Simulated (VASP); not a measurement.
A run of VASP 6.6.1 is set up as follows.

File INCAR:

```
  ALGO = Normal
  EDIFF = 1E-7
  ENCUT = 520
  GGA = CA
  ISIF = 2
  ISMEAR = -1
  ISPIN = 2
  LASPH = T
  LCHARG = F
  LMAXMIX = 4
  LORBIT = 11
  LREAL = F
  LWAVE = F
  MAGMOM = 1.988
  NBANDS = 14
  NELM = 150
  PREC = Accurate
  SIGMA = 0.2
```

Contents of KPOINTS:

```
k-points
0
Gamma
  16 16 16
```

File POSCAR:

```
Fe
1.0
   -1.3745984210      1.3745984210      1.3745984210
    1.3745984210     -1.3745984210      1.3745984210
    1.3745984210      1.3745984210     -1.3745984210
Fe
1
Direct
    0.0000000000      0.0000000000      0.0000000000
```

Potentials or basis: VASP PAW LDA potentials, release 64 (Fe).

Command:

```console
$ cat potpaw_LDA.64/Fe/POTCAR > POTCAR
$ mpirun -np 1 vasp_std > vasp.out
```

Question: What does it give for the pressure?

Answer: -1.3 GPa.

Question: Estimate the net moment.

Answer: 1.83 μB per cell.
